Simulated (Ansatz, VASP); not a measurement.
**Ge: VASP beside Ansatz**

```xyz
2
Lattice="0.0000 2.9372 2.9372 2.9372 0.0000 2.9372 2.9372 2.9372 0.0000" Properties=species:S:1:pos:R:3 pbc="T T T"
Ge    0.0000    0.0000    0.0000
Ge    1.4686    1.4686    1.4686
```

Alike in both runs: task electric field gradients; functional revPBE; k mesh 11 × 11 × 11; occupations methfessel-paxton of order 1, width 0.025 eV; no spin polarisation.

|  | VASP | Ansatz |
| --- | --- | --- |
| version | VASP 6.6.1 | Ansatz 0.2.0 |
| potentials or method | VASP PAW PBE potentials, release 64 (Ge_d) | PAW with Ansatz's default frozen-core files, scalar-relativistic |
| plane-wave cutoff (eV) | 520 | 420 |
| valence electrons in the cell | 28 | 28 |

```csv
,VASP,Ansatz,Ansatz less VASP
gap on the k mesh at the Fermi level (eV),none,none,-
pressure (GPa),-2.0,-1.9,+0.07
```

VASP's potentials were made for PBE, not for revPBE. A gap of «none» marks a metal or a gap that the smearing closes. With one functional, cell and mesh, what is left measures potentials, basis and numerics.
